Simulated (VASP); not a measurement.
# ZrB2: single point with PBEsol

The system is ZrB2.

```xyz
3
Lattice="3.1700 0.0000 0.0000 -1.5850 2.7453 0.0000 0.0000 0.0000 3.5330" Properties=species:S:1:pos:R:3 pbc="T T T"
Zr    0.0000    0.0000    0.0000
B     1.5850    0.9151    1.7665
B     0.0000    1.8302    1.7665
```

| Property | Result |
| --- | --- |
| Program | VASP 6.6.1 |
| Task | single point |
| Functional | PBEsol |
| Potentials or basis | VASP PAW PBE potentials, release 64 (Zr_sv, B) |
| Cutoff | 520 eV |
| k mesh | 8 × 8 × 6 |
| Occupations | fermi-dirac, width 0.05 eV |
| Spin | no spin polarisation |

```yaml
Pressure: -3.8 GPa
Band_gap_on_the_k_mesh: zero (band 9 reaches 11.18 eV, above the bottom of band 10 at 10.63 eV)
```

Stress tensor (GPa, compression positive):
```
-3.55  0.00  0.00
 0.00 -3.55  0.00
 0.00  0.00 -4.25
```

Levels at points of the mesh, in eV from the Fermi level:
```
           k point  band 7  band 8  band 9  band 10  band 11  band 12
(0.00, 0.00, 0.00)   -2.76   -2.76   -2.46     3.26     3.26     4.06
(0.50, 0.00, 0.00)   -4.03   -3.17   -2.84     2.12     2.16     4.81
(0.00, 0.00, 0.50)   -1.07   -1.07    0.17     0.17     0.63     0.63
(0.50, 0.00, 0.50)   -4.74   -4.28   -2.12     3.60     3.95     5.19
```

Wall time 32 s on 1 thread of Intel Xeon 8259CL, on a shared host, peak memory 0.15 GiB.

Caveat: the PAW data sets were made with another functional, which shifts forces and pressure a little.
